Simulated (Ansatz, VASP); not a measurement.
## Zr in VASP and in Ansatz

Contents of INCAR:

```
SYSTEM = Zr
PREC = Accurate
ENCUT = 520
EDIFF = 1E-6
ISMEAR = -1
SIGMA = 0.1
LREAL = .False.
LASPH = .True.
NELM = 100
ALGO = Normal
ISIF = 2
LWAVE = .False.
LCHARG = .False.
GGA = CA
NBANDS = 19
```

KPOINTS

```
Automatic mesh
0
Gamma
  2 2 1
  0 0 0
```

POSCAR

```
Zr
1.0
    3.1439658570      0.0000000000      0.0000000000
   -1.5719829285      2.7227543008      0.0000000000
    0.0000000000      0.0000000000      5.0894642375
Zr
2
Direct
    0.3333333333      0.6666666667      0.2500000000
    0.6666666667      0.3333333333      0.7500000000
```

Input for Ansatz:

```yaml
crystal:
  lattice:
    - [3.143965857, 0.0, 0.0]
    - [-1.5719829285, 2.7227543008, 0.0]
    - [0.0, 0.0, 5.0894642375]
  atoms:
    - { symbol: Zr, position: [0.3333333333, 0.6666666667, 0.25] }
    - { symbol: Zr, position: [0.6666666667, 0.3333333333, 0.75] }
hamiltonian:
  xc: lda
  pseudopotentials:
    kind: paw
    azcp:
      Zr: "pseudopotentials/Zr.paw.azcp"
basis:
  ecutwfc: 420
  fft_grid_basis: typed
kpoints:
  mp_grid: { grid: [2, 2, 1], shift: [0, 0, 0] }
magnetization:
  spin_polarized: false
scf:
  occupations: { method: fermi_dirac, width: 0.1 }
  lower_state_search: "off"
output:
  stress: true
  write_density: true
  write_potential: true
  elf: true
  volumetric_format: npy
```

Alike in both runs: task single point; functional LDA; k mesh 2 × 2 × 1; occupations fermi-dirac, width 0.1 eV; no spin polarisation.

```csv
,VASP,Ansatz
version,VASP 6.6.1,Ansatz 0.2.0
potentials or method,"VASP PAW LDA potentials, release 64 (Zr_sv), cutoff 520 eV","plane waves (420 eV) with PAW, scalar-relativistic"
valence electrons in the cell,24,24
```

```tsv
	VASP	Ansatz	Ansatz less VASP
pressure (GPa)	-1.5	-1.6	-0.12
traceless stress, the component that is largest in VASP (GPa)	-20.65	-20.50	+0.145
```

Ansatz warns that its potentials were made for another functional, while VASP's fit it. LDA's correlation is that of Perdew and Zunger in VASP and of Perdew and Wang (1992) in Ansatz.

The k mesh is coarse, so the values compare programs but aren't converged.
